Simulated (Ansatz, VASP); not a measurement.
**Sc in VASP and in Ansatz**

```
Sc
1.0
     3.27591    0.00000    0.00000
    -1.63796    2.83702    0.00000
     0.00000    0.00000    5.27330
Sc
2
Direct
  0.66667 0.33333 0.75000
  0.33333 0.66667 0.25000
```

Alike in both runs: task single point; functional PBE; k mesh 8 × 8 × 4; occupations fermi-dirac, width 0.05 eV; no spin polarisation.

|  | VASP | Ansatz |
| --- | --- | --- |
| version | VASP 6.6.1 | Ansatz 0.2.0 |
| potentials or method | VASP PAW PBE potentials, release 64 (Sc_sv) | Ansatz PAW |
| plane-wave cutoff (eV) | 520 | 420 |
| valence electrons in the cell | 22 | 22 |

|  | VASP | Ansatz | Ansatz less VASP |
| --- | --- | --- | --- |
| gap on the k mesh at the Fermi level (eV) | none | none | - |
| pressure (GPa) | 0.3 | 0.3 | -0.02 |
| traceless stress, the component that is largest in VASP (GPa) | -1.88 | -1.88 | -0.002 |

A gap of «none» marks a metal or a gap that the smearing closes. The functional is the same, so the differences come from potentials, cutoffs and numerics.
